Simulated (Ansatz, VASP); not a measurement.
# ZnCd2Se2S: VASP beside Ansatz

File INCAR:

```
ALGO = Normal ; EDIFF = 1E-6
ENCUT = 520 ; GGA = PE
ISIF = 2 ; ISMEAR = 0
LASPH = T ; LCHARG = T
LELF = T ; LREAL = F
LVHAR = T ; LWAVE = F
NBANDS = 36 ; NELM = 100
PREC = Accurate ; SIGMA = 0.1
```

The input KPOINTS:

```
k-points
0
Gamma
  6 6 4
```

The input POSCAR:

```
ZnCd2Se2S
1.0
    4.4527685500      0.0000000000      0.0000000000
   -2.2263842700      3.8562106800      0.0000000000
    0.0000000000      0.0000000000      7.3977047500
Zn Cd Se S
1 2 2 1
Direct
    0.0000000000      0.0000000000      0.5000000000
    0.6666666700      0.3333333300      0.6592910300
    0.3333333300      0.6666666700      0.3407089700
    0.6666666700      0.3333333300      0.2673510000
    0.3333333300      0.6666666700      0.7326490000
    0.0000000000      0.0000000000      0.0000000000
```

Input for Ansatz:

```yaml
crystal:
  lattice:
    - [4.45276855, 0.0, 0.0]
    - [-2.22638427, 3.85621068, 0.0]
    - [0.0, 0.0, 7.39770475]
  atoms:
    - { symbol: Zn, position: [0.0, 0.0, 0.5] }
    - { symbol: Cd, position: [0.66666667, 0.33333333, 0.65929103] }
    - { symbol: Cd, position: [0.33333333, 0.66666667, 0.34070897] }
    - { symbol: Se, position: [0.66666667, 0.33333333, 0.267351] }
    - { symbol: Se, position: [0.33333333, 0.66666667, 0.732649] }
    - { symbol: S, position: [0.0, 0.0, 0.0] }
basis:
  ecutwfc: 420
kpoints:
  mp_grid: { grid: [6, 6, 4] }
hamiltonian:
  xc: pbe
scf:
  occupations: { method: gaussian, width: 0.1 }
  lower_state_search: "off"
output:
  forces: true
  stress: true
  eigenvalues: true
```

Change from the starting cell: species swapped into the LiSmCu2P2 type (P-3m1, No. 164).

Alike in both runs: task single point; functional PBE; k mesh 6 × 6 × 4; occupations gaussian, width 0.1 eV; no spin polarisation.

|  | VASP | Ansatz |
| --- | --- | --- |
| version | VASP 6.6.1 | Ansatz 0.2.0 |
| potentials or method | VASP PAW PBE potentials, release 64 (Zn, Cd, Se, S), cutoff 520 eV | scalar-relativistic, plane waves, PAW |
| valence electrons in the cell | 54 | 90 |

|  | VASP | Ansatz | Ansatz less VASP |
| --- | --- | --- | --- |
| gap on the k mesh at the Fermi level (eV) | none | none | - |
| pressure (GPa) | 7.6 | 7.2 | -0.42 |
| traceless stress, the component that is largest in VASP (GPa) | -3.38 | -3.22 | +0.155 |
| rms of the force components (eV/Å) | 0.538 | 0.522 | -0.0167 |

Atom by atom the forces differ by 0.017 eV/Å (rms over components). A gap of «none» marks a metal or a gap that the smearing closes. The functional is the same, so the differences come from potentials, cutoffs and numerics. VASP's potentials hold 54 valence electrons a cell and Ansatz's 90, so a difference there can come from the potentials and not from the codes.
